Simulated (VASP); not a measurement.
Wanted: the native input for a VASP 6.6.1 run.

| Quantity | Value |
| --- | --- |
| Task | single point |
| Functional | LDA |
| Potentials or basis | VASP PAW LDA potentials, release 64 (Ba_sv) |
| Cutoff | 500 eV |
| k mesh | 12 × 12 × 12 |
| Occupations | fermi-dirac, width 0.05 eV |
| Spin | no spin polarisation |
| Dipole correction | no |
| Further INCAR settings | ALGO = Normal; EDIFF = 1e-06; NBANDS = 11 |

The structure of Ba lies in POSCAR:

```
Ba
1.0
   -2.5065000000      2.5065000000      2.5065000000
    2.5065000000     -2.5065000000      2.5065000000
    2.5065000000      2.5065000000     -2.5065000000
Ba
1
Direct
    0.0000000000      0.0000000000      0.0000000000
```

These files were run (other wordings do the same):

INCAR

```
SYSTEM = Ba
ALGO = Normal
EDIFF = 1E-6
ENCUT = 500
GGA_COMPAT = .FALSE.
ISIF = 2
ISMEAR = -1
LASPH = .TRUE.
LCHARG = .TRUE.
LELF = .TRUE.
LREAL = .FALSE.
LVHAR = .TRUE.
LWAVE = .FALSE.
NBANDS = 11
NELM = 120
PREC = Accurate
SIGMA = 0.05
```

KPOINTS

```
k-points
0
G
  12 12 12
  0 0 0
```

Potentials or basis: VASP PAW LDA potentials, release 64 (Ba_sv).

Command:

```console
$ cat potpaw_LDA.64/Ba_sv/POTCAR > POTCAR
$ mpirun -np 1 vasp_std > vasp.out
```

It gave:

| Property | Result |
| --- | --- |
| Pressure | -1.3 GPa |
| Band gap on the k mesh | zero (bands 5 and 6 overlap by 1.06 eV) |

Caveat: spin-orbit coupling is left out, which moves the levels of the heavy elements.

Wall time 32 s on 1 thread of Intel Xeon 8259CL (shared host), peak memory 0.18 GiB.
